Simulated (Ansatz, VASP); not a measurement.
Se in VASP and in Ansatz

```
Se
1.0
     4.29265    0.00000    0.00000
    -2.14632    3.71754    0.00000
     0.00000    0.00000    5.04086
Se
3
Direct
  0.22847 0.00000 0.33333
  0.00000 0.22847 0.66667
  0.77153 0.77153 0.00000
```

Alike in both runs: task single point; functional PBE; k mesh 12 × 12 × 6; no spin polarisation.

```csv
,VASP,Ansatz
version,VASP 6.6.1,Ansatz 0.2.0
potentials or method,"VASP PAW PBE potentials, release 64 (Se)","plane waves, PAW"
plane-wave cutoff (eV),520,420
occupations,"gaussian, width 0.01 eV",fixed
valence electrons in the cell,18,48
```

Ansatz gave:

```
gap on the k mesh at the Fermi level (eV)                     : 0.83
pressure (GPa)                                                : 2.3
traceless stress, the component that is largest in VASP (GPa) : 0.52
rms of the force components (eV/Å)                            : 0.176
```

Task: Estimate VASP's values.

Result: gap on the k mesh at the Fermi level (eV): 0.82; pressure (GPa): 2.4; traceless stress, the component that is largest in VASP (GPa): 0.57; rms of the force components (eV/Å): 0.193.

Atom by atom the forces differ by 0.017 eV/Å (rms over components). VASP's potentials hold 18 valence electrons a cell and Ansatz's 48, so a difference there can come from the potentials and not from the codes.
